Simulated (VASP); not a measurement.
Set up this calculation in VASP 6.6.1, as the native input.

- Task: single point
- Functional: PBEsol
- Potentials or basis: VASP PAW PBE potentials, release 64 (Al, Ru_pv)
- Cutoff: 520 eV
- k mesh: 10 × 10 × 10
- Occupations: gaussian, width 0.03 eV
- Spin: no spin polarisation
- Dipole correction: no
- Further INCAR settings: ALGO = Normal; EDIFF = 1e-07; NBANDS = 29

The structure of Al2Ru lies in POSCAR:

```
Al2Ru
1.0
    0.0000000000      4.0474627612      4.3193031585
    2.3858276288      0.0000000000      4.3193031585
    2.3858276288      4.0474627612      0.0000000000
Al Ru
4 2
Direct
    0.0789481736      0.4210518264      0.0789481736
    0.4210518264      0.0789481736      0.4210518264
    0.1710518264      0.8289481736      0.1710518264
    0.8289481736      0.1710518264      0.8289481736
    0.7500000000      0.7500000000      0.7500000000
    0.5000000000      0.5000000000      0.5000000000
```

This cell differs from its parent crystal: strain +0.015 along x and y, -0.015 along z.

The input as run:

INCAR

```
SYSTEM = Al2Ru
PREC = Accurate
ENCUT = 520
EDIFF = 1E-7
ISMEAR = 0
SIGMA = 0.03
LREAL = .FALSE.
LASPH = .TRUE.
NELM = 60
ALGO = Normal
ISIF = 2
LWAVE = .FALSE.
LCHARG = .TRUE.
GGA = PS
LELF = .TRUE.
LVHAR = .TRUE.
NBANDS = 29
```

KPOINTS

```
Automatic mesh
0
G
  10 10 10
  0 0 0
```

Potentials or basis: VASP PAW PBE potentials, release 64 (Al, Ru_pv).

Command:

```console
$ cat potpaw_PBE.64/Al/POTCAR potpaw_PBE.64/Ru_pv/POTCAR > POTCAR
$ mpirun -np 1 vasp_std > vasp.out
```

It gave:

The pressure is -1.9 GPa and the largest force is 0.109 eV/Å.

Caveat: the cell differs from its parent crystal (strain +0.015 along x and y, -0.015 along z); the stress differs along the axes, from -5 to 3 GPa; the PAW data sets were made with another functional, which shifts forces and pressure a little.

It took 6.3 min on 1 thread of Oxide Virtual Turin-like Processor, with other jobs on the host, peak memory 0.45 GiB.
